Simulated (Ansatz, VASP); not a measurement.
**ZrH5: VASP beside Ansatz**

The input INCAR:

```
PREC     = Accurate       # precision mode
ENCUT    = 600            # plane-wave cutoff, eV
EDIFF    = 1E-6           # SCF threshold, eV
ISMEAR   = 0              # smearing method
SIGMA    = 0.2            # smearing width, eV
LREAL    = F              # projectors in reciprocal space
LASPH    = T              # aspherical terms in the spheres
NELM     = 60             # most SCF steps
ALGO     = Normal         # electronic algorithm
ISIF     = 3              # what is computed and relaxed
LWAVE    = F              # write WAVECAR
LCHARG   = F              # write CHGCAR
GGA      = PE             # functional
IBRION   = 2              # ionic algorithm
NSW      = 36             # ionic steps
EDIFFG   = -0.08          # ionic threshold
```

The input KPOINTS:

```
regular mesh
0
Gamma
  6 6 3
```

File POSCAR:

```
ZrH5
1.0
    4.7449920100     -1.4658699500      0.0000000000
    4.7449920100      1.4658699500      0.0000000000
   -1.7204890100      0.0000000000      5.3361939400
Zr H
1 5
Direct
    0.5000000000      0.5000000000      0.5000000000
    0.1759916500      0.1759916500      0.3289647400
    0.8274600500      0.8274600500      0.1538687200
    0.5000000000      0.5000000000      0.0000000000
    0.1725399500      0.1725399500      0.8461312800
    0.8240083500      0.8240083500      0.6710352600
```

Input for Ansatz:

```yaml
crystal:
  lattice:
    - [4.74499201, -1.46586995, 0.0]
    - [4.74499201, 1.46586995, 0.0]
    - [-1.72048901, 0.0, 5.33619394]
  atoms:
    - { symbol: Zr, position: [0.5, 0.5, 0.5] }
    - { symbol: H, position: [0.17599165, 0.17599165, 0.32896474] }
    - { symbol: H, position: [0.82746005, 0.82746005, 0.15386872] }
    - { symbol: H, position: [0.5, 0.5, 0.0] }
    - { symbol: H, position: [0.17253995, 0.17253995, 0.84613128] }
    - { symbol: H, position: [0.82400835, 0.82400835, 0.67103526] }
basis:
  ecutwfc: 420
kpoints:
  mp_grid: { grid: [6, 6, 3] }
hamiltonian:
  xc: pbe
scf:
  occupations: { method: gaussian, width: 0.2 }
  lower_state_search: "off"
output:
  forces: true
  stress: true
  eigenvalues: true
relax:
  adjacent_minimum: "off"
  f_tol: 0.08
  max_steps: 16
  cell: { stress_tol: 0.8 }
```

Change from the starting cell: species swapped into the YMg5 type (C2/m, No. 12).

Alike in both runs: task relaxation of cell and atoms; functional PBE; k mesh 6 × 6 × 3; occupations gaussian, width 0.2 eV; no spin polarisation.

|  | VASP | Ansatz |
| --- | --- | --- |
| version | VASP 6.6.1 | Ansatz 0.2.0 |
| potentials or method | VASP PAW PBE potentials, release 64 (Zr_sv, H), cutoff 600 eV | scalar-relativistic, plane waves, PAW |
| valence electrons in the cell | 17 | 17 |

```tsv
	VASP	Ansatz	Ansatz less VASP
gap on the k mesh at the Fermi level, each at its own relaxed structure (eV)	none	none	-
relaxed volume (Å³/atom)	6.31	6.34	+0.026
relaxed length of the cell vector where the two differ most in proportion (Å)	3.251	3.273	+0.0220
```

A gap of «none» marks a metal or a gap that the smearing closes.

The k mesh is coarse, so the values compare programs but aren't converged. Noted on VASP's run: the volume moved by over 15 % at a fixed basis, so the end points are rough.
